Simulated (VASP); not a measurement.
**InSb: single point with r2SCAN**

The system is InSb.

```xyz
2
Lattice="0.0000 3.2391 3.3039 3.2391 0.0000 3.3039 3.2391 3.2391 0.0000" Properties=species:S:1:pos:R:3 pbc="T T T"
In    0.0000    0.0000    0.0000
Sb    4.8586    4.8586    4.9558
```

This cell differs from its parent crystal: strain +0.0200 x Voigt [0, 0, 1, 0, 0, 0].

```json
{
  "Program": "VASP 6.6.1",
  "Task": "single point",
  "Functional": "r2SCAN",
  "Potentials or basis": "VASP PAW PBE potentials, release 64 (In_d, Sb)",
  "Cutoff": "520 eV",
  "k mesh": "10 × 10 × 10",
  "Occupations": "gaussian, width 0.03 eV",
  "Spin": "no spin polarisation"
}
```

| Property | Result |
| --- | --- |
| Pressure | 0.7 GPa |
| Band gap on the k mesh | 0.08 eV |

Stress tensor (GPa, compression positive):
```
0.92 0.00 0.00
0.00 0.92 0.00
0.00 0.00 0.30
```

Levels at points of the mesh, in eV from the valence-band top:
```
           k point  band 5  band 6  band 7  band 8  band 9  band 10  band 11  band 12  band 13  band 14
(0.00, 0.00, 0.00)  -14.99  -11.03   -0.11    0.00    0.00     0.08     3.17     3.17     3.22     6.14
(0.50, 0.00, 0.00)  -14.99   -9.63   -5.72   -1.12   -0.99     0.76     4.02     4.11     6.45     8.71
(0.50, 0.50, 0.00)  -14.99   -9.04   -6.08   -2.26   -2.26     1.63     1.64     8.57     8.57     9.19
(0.50, 0.00, 0.50)  -14.98   -8.98   -5.99   -2.37   -2.35     1.48     1.54     8.54     8.60     9.30
```

Run time: 7.7 min on 1 thread of AMD EPYC 9R14 (Zen 4) (shared host), peak memory 0.27 GiB.

Caveat: the cell differs from its parent crystal (strain +0.0200 x Voigt [0, 0, 1, 0, 0, 0]); semilocal functionals underestimate gaps, and a narrow one can read as zero; the PAW data sets were made with another functional, which shifts forces and pressure a little; spin-orbit coupling is left out, which moves the levels of the heavy elements.
